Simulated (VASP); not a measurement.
# Si (a cell with a defect) in VASP: notebook, part 2 of 2

VASP 6.6.1. The steps go on from the part before.

**3. Single point, PBE**

Input file INCAR:

```
SYSTEM = Si
PREC = Accurate ; ENCUT = 520
EDIFF = 1E-6 ; ISMEAR = 0
SIGMA = 0.02 ; LREAL = Auto
LASPH = .True. ; NELM = 100
ALGO = Normal ; ISIF = 2
LWAVE = .False. ; LCHARG = .False.
GGA = PE ; NBANDS = 48
```

Input file KPOINTS:

```
Automatic mesh
0
Gamma
  2 2 2
  0 0 0
```

Input file POSCAR:

```
Si
1.0
    0.0000000000      5.4300000000      5.4300000000
    5.4300000000      0.0000000000      5.4300000000
    5.4300000000      5.4300000000      0.0000000000
Si
17
Direct
    0.0006529002      0.0003496561     -0.0009569094
    0.1230723944      0.1229403654      0.1226145385
   -0.0029900256     -0.0030406601      0.5027810746
    0.1232927107      0.1231912160      0.6304195651
   -0.0030188522      0.5032095286     -0.0031607270
    0.1230177216      0.6317868020      0.1224804898
   -0.0029753855      0.5033778711      0.5026683851
    0.1260990820      0.6247234171      0.6245209825
    0.5033852399     -0.0031192274     -0.0032070258
    0.6321064412      0.1228354316      0.1223941924
    0.5035129004     -0.0030325975      0.5025965528
    0.6247837416      0.1261025718      0.6244774487
    0.5033692927      0.5031649074     -0.0032878325
    0.6247079294      0.6246005144      0.1262159461
    0.4999755103      0.4999730179      0.5000640067
    0.6247734331      0.6246922207      0.6244105589
    1.2506372959      0.2503344748      0.2490779135
```

Potentials or basis: VASP PAW PBE potentials, release 64 (Si).

Run with:

```bash
cat potpaw_PBE.64/Si/POTCAR > POTCAR
mpirun -np 1 vasp_std > vasp.out
```

OUTCAR:

```text
SYSTEM = Si
   PREC = Accurate
   ENCUT = 520
   EDIFF = 1E-6
   ISMEAR = 0
   LREAL = Auto
   LASPH = .True.
   NELM = 100
   ISIF = 2
   GGA = PE

 ion  position               nearest neighbor table
   1  0.001  0.000  0.999-  10 2.31   6 2.31   2 2.31   4 2.31
   2  0.123  0.123  0.123-   1 2.31   3 2.38   5 2.38   9 2.38  17 2.39
   3  0.997  0.997  0.503-  12 2.33   8 2.33   4 2.38   2 2.38  17 2.75
   4  0.123  0.123  0.630-   1 2.31   3 2.38   7 2.38  11 2.38  17 2.39
   5  0.997  0.503  0.997-  14 2.33   8 2.33   6 2.38   2 2.38  17 2.75
   6  0.123  0.632  0.122-   1 2.31   7 2.38   5 2.38  13 2.38  17 2.39
   7  0.997  0.503  0.503-  16 2.33   8 2.33   4 2.38   6 2.38  17 2.75
   8  0.126  0.625  0.625-   3 2.33   7 2.33   5 2.33  15 2.34
   9  0.503  0.997  0.997-  14 2.33  12 2.33  10 2.38   2 2.38  17 2.75
  10  0.632  0.123  0.122-   1 2.31  11 2.38   9 2.38  13 2.38  17 2.39
  11  0.504  0.997  0.503-  16 2.33  12 2.33  10 2.38   4 2.38  17 2.75
  12  0.625  0.126  0.624-   3 2.33  11 2.33   9 2.33  15 2.34
  13  0.503  0.503  0.997-  14 2.33  16 2.33  10 2.38   6 2.38  17 2.75
  14  0.625  0.625  0.126-   5 2.33  13 2.33   9 2.33  15 2.34
  15  0.500  0.500  0.500-  14 2.34  16 2.34  12 2.34   8 2.34
  16  0.625  0.625  0.624-   7 2.33  11 2.33  13 2.33  15 2.34
  17  0.251  0.250  0.249-   4 2.39   2 2.39   6 2.39  10 2.39  13 2.75   9 2.75   5 2.75  11 2.75
                             7 2.75   3 2.75

  LATTYP: Found a face centered cubic cell.
 ALAT       =    10.8600000000

  Lattice vectors:

 A1 = (   0.0000000000,   5.4300000000,   5.4300000000)
 A2 = (   5.4300000000,   0.0000000000,   5.4300000000)
 A3 = (   5.4300000000,   5.4300000000,   0.0000000000)

Analysis of symmetry for initial positions (statically):
=====================================================================
 Subroutine PRICEL returns:
 Original cell was already a primitive cell.

 Routine SETGRP: Setting up the symmetry group for a
 face centered cubic supercell.

 Subroutine GETGRP returns: Found  1 space group operations
 (whereof  1 operations were pure point group operations)
 out of a pool of 48 trial point group operations.

The static configuration has the point symmetry C_1 .

[... 153 lines left out ...]
   IVDW    =     0    specifies the selected vdW correction
   LEPSILON=     F    determine dielectric tensor
   LRPA    =     F    only Hartree local field effects (RPA)
 non-spin polarized calculation
 Gauss-broadening in eV      SIGMA  =   0.02
  energy-cutoff  :      520.00
  volume of cell :      320.21
 maximum number of plane-waves:      8646
 NGX is ok and might be reduce to    60
   NGX = 29   NGY = 29   NGZ = 29

 number of electron      68.0000001 magnetization

 Free energy of the ion-electron system (eV)
  ---------------------------------------------------
  ext. energy  EPLUGINS =         0.00000000
  ---------------------------------------------------
  free energy    TOTEN  =       -87.98999785 eV

  energy without entropy =      -87.98614134  energy(sigma->0) =      -87.98806960

 E-fermi :   6.9197     XC(G=0):  -9.6743

 val. band max:        6.6773189269   @ k =   0.0000   0.0000   0.0000
 cond. band min:       6.9257231886   @ k =   0.5000   0.5000   0.0000
 fundamental gap:      0.2484042617
 Fermi energy:         6.9197269988

 k-point     1 :       0.0000    0.0000    0.0000
  band No.  band energies     occupation
      1      -6.3173      2.00000
      2      -3.7718      2.00000
      3      -3.6282      2.00000
      4      -3.6274      2.00000
      5      -3.6266      2.00000
      6      -2.8069      2.00000
[... 381 lines left out ...]
     45      10.1239      0.00000
     46      10.1251      0.00000
 [bands above 46 left out]

------------------------ aborting loop because EDIFF is reached ----------------------------------------

  FORCE on cell =-STRESS in cart. coord.  units (eV):
  Direction    XX          YY          ZZ          XY          YZ          ZX
  --------------------------------------------------------------------------------------
  -------------------------------------------------------------------------------------
  Total       10.6685986     10.6705696     10.6655222      0.0045558     -0.0024471     -0.0003645
  in kB       53.3812173     53.3910794     53.3658242      0.0227954     -0.0122441     -0.0018238
  external PRESSURE =      53.3793736 kB  Pullay stress =       0.0000000 kB

 VOLUME and BASIS-vectors are now :
 -----------------------------------------------------------------------------
  energy-cutoff  :      520.00
  volume of cell :      320.21
      direct lattice vectors                 reciprocal lattice vectors
     0.000000000  5.430000000  5.430000000    -0.092081031  0.092081031  0.092081031
     5.430000000  0.000000000  5.430000000     0.092081031 -0.092081031  0.092081031
     5.430000000  5.430000000  0.000000000     0.092081031  0.092081031 -0.092081031

 POSITION                                       TOTAL-FORCE (eV/Angst)
 -----------------------------------------------------------------------------------
      5.42670      5.42835      0.00544        -0.000574     -0.000067      0.001830
      1.33336      1.33408      1.33585        -0.000662      0.000613      0.001961
      8.14359      8.14387     10.82725        -0.000422      0.000817      0.022951
      4.09211      4.09266      1.33841         0.005645      0.006654     -0.005688
      8.14526     10.82644      8.14604        -0.002867      0.013995      0.002056
      4.09567      1.33306      4.09859        -0.004158      0.004121     -0.000951
[... 9 lines left out ...]
      6.78263      6.78307      6.78460        -0.010151     -0.011521     -0.013867
      2.71181      2.71345      2.72028        -0.000786     -0.000796      0.001585
 -----------------------------------------------------------------------------------
    total drift:                                0.001910     -0.001692      0.000707

  FREE ENERGIE OF THE ION-ELECTRON SYSTEM (eV)
  ---------------------------------------------------
  free  energy   TOTEN  =       -87.9899978508 eV

  energy  without entropy=      -87.9861413397  energy(sigma->0) =      -87.98806960
```

OSZICAR:

```text
N       E                     dE             d eps       ncg     rms          rms(c)
DAV:   1     0.165028951145E+03    0.16503E+03   -0.26109E+04   768   0.117E+03
DAV:   2    -0.746033809244E+02   -0.23963E+03   -0.22627E+03   928   0.171E+02
DAV:   3    -0.892858370626E+02   -0.14682E+02   -0.14361E+02   992   0.374E+01
DAV:   4    -0.895947203777E+02   -0.30888E+00   -0.30763E+00   960   0.671E+00
DAV:   5    -0.896024353547E+02   -0.77150E-02   -0.77108E-02   960   0.998E-01    0.146E+01
DAV:   6    -0.884487577318E+02    0.11537E+01   -0.85844E-01   896   0.277E+00    0.888E+00
DAV:   7    -0.879801313876E+02    0.46863E+00   -0.12347E+00   904   0.326E+00    0.811E-01
DAV:   8    -0.879874670521E+02   -0.73357E-02   -0.58994E-02   888   0.873E-01    0.415E-01
DAV:   9    -0.879889874782E+02   -0.15204E-02   -0.56975E-03   912   0.255E-01    0.184E-01
DAV:  10    -0.879898050594E+02   -0.81758E-03   -0.90400E-04   880   0.106E-01    0.813E-02
DAV:  11    -0.879899873587E+02   -0.18230E-03   -0.21419E-04   888   0.539E-02    0.145E-02
DAV:  12    -0.879899956589E+02   -0.83002E-05   -0.11103E-05   952   0.123E-02    0.753E-03
DAV:  13    -0.879899979799E+02   -0.23210E-05   -0.32222E-06   784   0.638E-03    0.177E-03
DAV:  14    -0.879899978508E+02    0.12910E-06   -0.17513E-07   576   0.168E-03
   1 F= -.87989998E+02 E0= -.87988070E+02  d E =-.385651E-02
```

It took 1.9 min on 1 thread of Intel Xeon Platinum 8559C (Emerald Rapids), shared host; peak memory 0.45 GiB.

What came out:

```yaml
Free_energy: -87.9900 eV
Pressure: 5.3 GPa
Largest_force: 0.023 eV/Å
Band_gap_on_the_k_mesh: zero (band 34 reaches 6.93 eV, above the bottom of band 35 at 6.68 eV)
```

Forces on the atoms (eV/Å):
```
Si  -0.001  0.000  0.002
Si  -0.001  0.001  0.002
Si   0.000  0.001  0.023
Si   0.006  0.007 -0.006
Si  -0.003  0.014  0.002
Si  -0.004  0.004 -0.001
Si  -0.019  0.002  0.000
Si  -0.013  0.015  0.010
Si   0.014 -0.003  0.000
Si   0.005 -0.006 -0.004
Si   0.002 -0.017 -0.001
Si   0.015 -0.013  0.009
Si   0.000 -0.002 -0.015
Si   0.011  0.010 -0.011
Si  -0.001  0.000  0.001
Si  -0.010 -0.012 -0.014
Si  -0.001 -0.001  0.002
```

Caveat: the k points lie up to 0.50 Å⁻¹ apart.

**4. Single point, PBE**

Input file INCAR:

```
PREC = Accurate
ENCUT = 520
EDIFF = 1E-6
ISMEAR = 0
SIGMA = 0.02
LREAL = Auto
LASPH = True
NELM = 100
ALGO = Normal
ISIF = 2
LWAVE = False
LCHARG = False
GGA = PE
NBANDS = 48
```

Input file KPOINTS:

```
regular mesh
0
Gamma
  2 2 2
```

Input file POSCAR:

```
Si
1.0
    0.0000000000      5.4300000000      5.4300000000
    5.4300000000      0.0000000000      5.4300000000
    5.4300000000      5.4300000000      0.0000000000
Si
17
Direct
   -0.0011616943      0.0007828729      0.0000593002
    0.1279519337      0.1227325967      0.1212605893
    0.0016022099     -0.0047872928      0.5014486188
    0.1279802026      0.1225827808      0.6278549724
    0.0020276243      0.5028762431     -0.0071134438
    0.1281022099      0.6284801105      0.1214786372
    0.0020372007      0.5027749540      0.5018546961
    0.1244638122      0.6265441068      0.6242781768
    0.5002110497      0.0008285451      0.0000681400
    0.6249850829      0.1250712707      0.1249042357
    0.5001883057      0.0007483425      0.4987569982
    0.6214323204      0.1226680479      0.6278352670
    0.5003696133      0.4989051565      0.0001920810
    0.6216988950      0.6285486188      0.1214694291
    0.4930776243      0.5028406077      0.5018590239
    0.6217109576      0.6284321363      0.6279151934
    0.8744600368      0.3765539595      0.3742786372
```

Run with:

```bash
cat potpaw_PBE.64/Si/POTCAR > POTCAR
mpirun -np 1 vasp_std > vasp.out
```

Run time: 1.8 min. Hardware: 1 thread of Intel Xeon Platinum 8559C (Emerald Rapids), shared host; peak memory 0.45 GiB.

Results (log left out):

| Item | Value |
| --- | --- |
| Free energy | -87.9900 eV |
| Pressure | 5.3 GPa |
| Largest force | 0.028 eV/Å |
| Band gap on the k mesh | zero (band 34 reaches 6.93 eV, above the bottom of band 35 at 6.68 eV) |

Forces on the atoms (eV/Å):
```
Si   0.014 -0.012 -0.016
Si   0.022  0.003 -0.004
Si  -0.009  0.009 -0.009
Si  -0.001 -0.028 -0.001
Si   0.002 -0.003  0.000
Si   0.005  0.001 -0.017
Si   0.000 -0.001  0.002
Si  -0.001  0.000 -0.001
Si   0.014  0.014  0.013
Si   0.001 -0.002  0.001
Si  -0.017 -0.012  0.014
Si  -0.003  0.002  0.024
Si  -0.012  0.010 -0.011
Si   0.004  0.020  0.001
Si  -0.002 -0.003  0.002
Si  -0.015 -0.001  0.004
Si  -0.001  0.002 -0.002
```

Levels at points of the mesh, in eV from the Fermi level:
| k point | band 32 | band 33 | band 34 | band 35 | band 36 | band 37 |
| --- | --- | --- | --- | --- | --- | --- |
| (0.00, 0.00, 0.00) | -0.83 | -0.83 | -0.25 | -0.24 | -0.24 | 0.08 |
| (0.50, 0.00, 0.00) | -1.44 | -1.44 | -0.35 | 0.53 | 0.53 | 0.89 |
| (0.00, 0.50, 0.00) | -1.44 | -1.44 | -0.36 | 0.53 | 0.53 | 0.89 |
| (0.00, 0.00, 0.50) | -1.44 | -1.44 | -0.35 | 0.53 | 0.53 | 0.89 |
| (0.50, 0.50, 0.50) | -1.44 | -1.44 | -0.36 | 0.53 | 0.53 | 0.89 |
| (0.50, 0.50, 0.00) | -1.90 | -1.00 | 0.01 | 0.71 | 1.01 | 1.02 |
| (0.00, 0.50, 0.50) | -1.90 | -1.00 | 0.01 | 0.71 | 1.01 | 1.02 |
| (0.50, 0.00, 0.50) | -1.90 | -1.00 | 0.01 | 0.71 | 1.01 | 1.02 |

Caveat: the k points lie up to 0.50 Å⁻¹ apart.

**5. Single point, PBE**

Input file INCAR:

```
SYSTEM = Si
PREC = Accurate ; ENCUT = 520
EDIFF = 1E-6 ; ISMEAR = 0
SIGMA = 0.02 ; LREAL = Auto
LASPH = .TRUE. ; NELM = 80
ALGO = Normal ; ISIF = 2
LWAVE = .FALSE. ; LCHARG = .FALSE.
GGA = PE ; NBANDS = 48
```

Input file KPOINTS:

```
Automatic mesh
0
G
  2 2 2
  0 0 0
```

Input file POSCAR:

```
Si
1.0
    0.0000000000      5.4300000000      5.4300000000
    5.4300000000      0.0000000000      5.4300000000
    5.4300000000      5.4300000000      0.0000000000
Si
17
Direct
    0.0006528545      0.0003497238     -0.0009569061
    0.1230723757      0.1229403315      0.1226145488
   -0.0029900552     -0.0030406998      0.5027810313
    0.1232927256      0.1231912523      0.6304196133
   -0.0030188766      0.5032094843     -0.0031606814
    0.1230177716      0.6317868324      0.1224803867
   -0.0029754144      0.5033778085      0.5026684162
    0.1260990792      0.6247233886      0.6245209945
    0.5033852670     -0.0031193370     -0.0032069982
    0.6321063536      0.1228354512      0.1223941989
    0.5035128913     -0.0030325967      0.5025965009
    0.6247837017      0.1261026703      0.6244774401
    0.5033692449      0.5031650092     -0.0032878453
    0.6247080110      0.6246004604      0.1262159300
    0.4999755985      0.4999730203      0.5000639963
    0.6247733886      0.6246921731      0.6244105893
    1.2506373849      0.2503344383      0.2490779006
```

Run with:

```bash
cat potpaw_PBE.64/Si/POTCAR > POTCAR
mpirun -np 1 vasp_std > vasp.out
```

Wall time 1.9 min (1 thread of Intel Xeon Platinum 8559C (Emerald Rapids), shared host); peak memory 0.45 GiB.

The run converged. Its results:

```yaml
Free_energy: -87.9900 eV
Pressure: 5.3 GPa
Largest_force: 0.023 eV/Å
Band_gap_on_the_k_mesh: zero (band 34 reaches 6.93 eV, above the bottom of band 35 at 6.68 eV)
```

Forces in eV/Å, atoms in the order of the input:
```
Si  -0.001  0.000  0.002
Si  -0.001  0.001  0.002
Si   0.000  0.001  0.023
Si   0.006  0.007 -0.006
Si  -0.003  0.014  0.002
Si  -0.004  0.004 -0.001
Si  -0.019  0.002  0.000
Si  -0.013  0.015  0.010
Si   0.014 -0.003  0.000
Si   0.005 -0.006 -0.004
Si   0.002 -0.017 -0.001
Si   0.015 -0.013  0.009
Si   0.000 -0.002 -0.015
Si   0.011  0.010 -0.011
Si  -0.001  0.000  0.001
Si  -0.010 -0.012 -0.014
Si  -0.001 -0.001  0.002
```

Levels at points of the mesh, in eV from the Fermi level:
```tsv
k point	band 31	band 32	band 33	band 34	band 35	band 36	band 37	band 38
(0.00, 0.00, 0.00)	-0.83	-0.83	-0.83	-0.25	-0.24	-0.24	0.08	0.08
(0.50, 0.00, 0.00)	-1.58	-1.44	-1.44	-0.35	0.53	0.53	0.89	0.89
(0.00, 0.50, 0.00)	-1.58	-1.44	-1.44	-0.35	0.53	0.53	0.89	0.89
(0.00, 0.00, 0.50)	-1.59	-1.44	-1.44	-0.36	0.53	0.53	0.89	0.89
(0.50, 0.50, 0.50)	-1.58	-1.44	-1.44	-0.36	0.53	0.53	0.89	0.89
(0.50, 0.50, 0.00)	-2.03	-1.90	-1.00	0.01	0.71	1.01	1.02	1.14
(0.00, 0.50, 0.50)	-2.03	-1.90	-1.00	0.01	0.71	1.01	1.02	1.14
(0.50, 0.00, 0.50)	-2.03	-1.90	-1.00	0.01	0.71	1.01	1.02	1.14
```

Caveat: the k points lie up to 0.50 Å⁻¹ apart.

**6. Relaxation of the atoms, PBE**

Input file INCAR:

```
SYSTEM = Si
ALGO = Normal ; EDIFF = 1E-7
EDIFFG = -0.03 ; ENCUT = 450
GGA = PE ; GGA_COMPAT = .False.
IBRION = 2 ; ISIF = 2
ISMEAR = 0 ; LASPH = .True.
LCHARG = .False. ; LREAL = .False.
LWAVE = .False. ; NELM = 120
NELMIN = 4 ; NSW = 80
PREC = Accurate ; SIGMA = 0.02
```

Input file KPOINTS:

```
k-points
0
Gamma
  2 2 2
  0 0 0
```

Input file POSCAR:

```
Si
1.0
    0.0000000000      5.4300000000      5.4300000000
    5.4300000000      0.0000000000      5.4300000000
    5.4300000000      5.4300000000      0.0000000000
Si
17
Direct
    0.0000000000      0.0000000000      0.0000000000
    0.1250000000      0.1250000000      0.1250000000
    0.0000000000      0.0000000000      0.5000000000
    0.1250000000      0.1250000000      0.6250000000
    0.0000000000      0.5000000000      0.0000000000
    0.1250000000      0.6250000000      0.1250000000
    0.0000000000      0.5000000000      0.5000000000
    0.1250000000      0.6250000000      0.6250000000
    0.5000000000      0.0000000000      0.0000000000
    0.6250000000      0.1250000000      0.1250000000
    0.5000000000      0.0000000000      0.5000000000
    0.6250000000      0.1250000000      0.6250000000
    0.5000000000      0.5000000000      0.0000000000
    0.6250000000      0.6250000000      0.1250000000
    0.5000000000      0.5000000000      0.5000000000
    0.6250000000      0.6250000000      0.6250000000
    0.8711373000      0.3865831000      0.3684005000
```

Potentials or basis: VASP PAW PBE potentials, release 64 (Si).

Run with:

```bash
cat potpaw_PBE.64/Si/POTCAR > POTCAR
mpirun -np 1 vasp_std > vasp.out
```

It took 8.5 min on 1 thread of Intel Xeon Platinum 8259CL at 2.50GHz (Skylake/Cascade Lake), shared host; peak memory 0.42 GiB.

It converged, with:

| Property | Result |
| --- | --- |
| Free energy | -87.9829 eV |
| Energy gained by relaxing | 8.5 meV/atom |
| Ionic steps | 8 |
| Pressure after relaxing | 5.3 GPa |
| Largest force after relaxing | 0.025 eV/Å |
| Band gap on the k mesh | zero (band 34 reaches 6.93 eV, above the bottom of band 35 at 6.68 eV) |

Forces on the atoms (eV/Å):
```
Si  -0.002  0.002  0.000
Si   0.008 -0.007  0.008
Si  -0.016  0.013 -0.015
Si   0.006 -0.009  0.005
Si   0.009 -0.003  0.001
Si  -0.003 -0.001 -0.007
Si   0.007 -0.005  0.009
Si  -0.004  0.006 -0.005
Si  -0.002  0.000 -0.002
Si   0.001 -0.003  0.002
Si   0.000  0.002 -0.002
Si   0.007 -0.006  0.008
Si   0.003 -0.003  0.003
Si  -0.002  0.007  0.000
Si   0.003 -0.007  0.007
Si  -0.008  0.000 -0.002
Si  -0.007  0.013 -0.010
```

The path:
| step | energy change (eV) | largest force (eV/Å) | pressure (GPa) |
| --- | --- | --- | --- |
| 1 | 0.0000 | 1.1439 | 5.86 |
| 2 | -0.1377 | 0.1918 | 5.36 |
| 3 | -0.1381 | 0.1978 | 5.34 |
| 4 | -0.1425 | 0.1078 | 5.34 |
| 5 | -0.1427 | 0.1080 | 5.34 |
| 6 | -0.1439 | 0.0463 | 5.35 |
| 7 | -0.1440 | 0.0330 | 5.35 |
| 8 | -0.1442 | 0.0252 | 5.35 |

Final structure:
```yaml
crystal:
  lattice:
    - [0.00000, 5.43000, 5.43000]
    - [5.43000, 0.00000, 5.43000]
    - [5.43000, 5.43000, 0.00000]
  atoms:
    - { symbol: Si, position: [0.99866, 0.00058, 0.00034] }
    - { symbol: Si, position: [0.12800, 0.12247, 0.12152] }
    - { symbol: Si, position: [0.00121, 0.99639, 0.50117] }
    - { symbol: Si, position: [0.12796, 0.12237, 0.62795] }
    - { symbol: Si, position: [0.00261, 0.50265, 0.99212] }
    - { symbol: Si, position: [0.12809, 0.62815, 0.12172] }
    - { symbol: Si, position: [0.00218, 0.50227, 0.50216] }
    - { symbol: Si, position: [0.12407, 0.62777, 0.62344] }
    - { symbol: Si, position: [0.50041, 0.00060, 0.00037] }
    - { symbol: Si, position: [0.62506, 0.12483, 0.12509] }
    - { symbol: Si, position: [0.50036, 0.00057, 0.49868] }
    - { symbol: Si, position: [0.62162, 0.12242, 0.62797] }
    - { symbol: Si, position: [0.50053, 0.49842, 0.00050] }
    - { symbol: Si, position: [0.62194, 0.62817, 0.12178] }
    - { symbol: Si, position: [0.49275, 0.50246, 0.50238] }
    - { symbol: Si, position: [0.62182, 0.62814, 0.62806] }
    - { symbol: Si, position: [0.87388, 0.37834, 0.37314] }
```

Levels at points of the mesh, in eV from the Fermi level:
| k point | band 30 | band 31 | band 32 | band 33 | band 34 | band 35 | band 36 | band 37 | band 38 | band 39 |
| --- | --- | --- | --- | --- | --- | --- | --- | --- | --- | --- |
| (0.00, 0.00, 0.00) | -1.76 | -0.83 | -0.83 | -0.83 | -0.26 | -0.24 | -0.24 | 0.08 | 0.08 | 0.40 |
| (0.50, 0.00, 0.00) | -1.59 | -1.57 | -1.44 | -1.44 | -0.35 | 0.52 | 0.54 | 0.88 | 0.89 | 1.28 |
| (0.00, 0.50, 0.00) | -1.59 | -1.58 | -1.44 | -1.44 | -0.35 | 0.52 | 0.53 | 0.89 | 0.89 | 1.27 |
| (0.00, 0.00, 0.50) | -1.59 | -1.57 | -1.44 | -1.44 | -0.35 | 0.52 | 0.54 | 0.88 | 0.89 | 1.28 |
| (0.50, 0.50, 0.50) | -1.59 | -1.57 | -1.44 | -1.44 | -0.35 | 0.52 | 0.54 | 0.88 | 0.89 | 1.28 |
| (0.50, 0.50, 0.00) | -2.04 | -2.03 | -1.90 | -1.00 | 0.01 | 0.71 | 1.01 | 1.02 | 1.14 | 1.89 |
| (0.00, 0.50, 0.50) | -2.04 | -2.03 | -1.90 | -1.00 | 0.01 | 0.71 | 1.01 | 1.02 | 1.14 | 1.89 |
| (0.50, 0.00, 0.50) | -2.04 | -2.03 | -1.90 | -1.00 | 0.01 | 0.71 | 1.01 | 1.02 | 1.14 | 1.89 |

Caveat: the k points lie up to 0.50 Å⁻¹ apart.
